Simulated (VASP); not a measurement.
MgCd3O4:

```
CELL_PARAMETERS angstrom
5.00328 0.00000 0.00000
0.00000 5.00328 0.00000
0.00000 0.00000 5.00328
ATOMIC_POSITIONS crystal
Mg 0.50000 0.50000 0.50000
Cd 0.50000 0.00000 0.00000
Cd 0.00000 0.00000 0.50000
Cd 0.00000 0.50000 0.00000
O 0.00000 0.50000 0.50000
O 0.50000 0.50000 0.00000
O 0.00000 0.00000 0.00000
O 0.50000 0.00000 0.50000
```

```yaml
Program: VASP 6.6.1
Task: relaxation of cell and atoms
Functional: PBE
Potentials_or_basis: VASP PAW PBE potentials, release 64 (Mg, Cd, O)
Cutoff: 600 eV
k_mesh: 4 × 4 × 4
Occupations: gaussian, width 0.1 eV
Spin: no spin polarisation
```

At the start: pressure -16.1 GPa; volume 15.66 Å³/atom.

How do energy, volume and symmetry change on relaxing?

Over 3 steps the energy falls by 167.4 meV/atom and the volume is 12.90 Å³/atom (-17.6 %); space group Pm-3m (No. 221, to 0.1 Å) before and after.

Step by step:
```csv
step,energy change (eV),largest force (eV/Å),pressure (GPa),volume (Å³)
1,0.0000,0.0000,-16.15,125.25
2,-1.2544,0.0000,6.44,98.77
3,-1.3391,0.0000,-0.02,103.17
```

Final structure:
```
Mg Cd O
1.0
     4.69006    0.00000    0.00000
     0.00000    4.69006    0.00000
     0.00000    0.00000    4.69006
Mg Cd O
1 3 4
Direct
  0.50000 0.50000 0.50000
  0.50000 0.00000 0.00000
  0.00000 0.00000 0.50000
  0.00000 0.50000 0.00000
  0.00000 0.50000 0.50000
  0.50000 0.50000 0.00000
  0.00000 0.00000 0.00000
  0.50000 0.00000 0.50000
```

Caveat: the volume moved by over 15 % at a fixed basis, so the end points are rough.
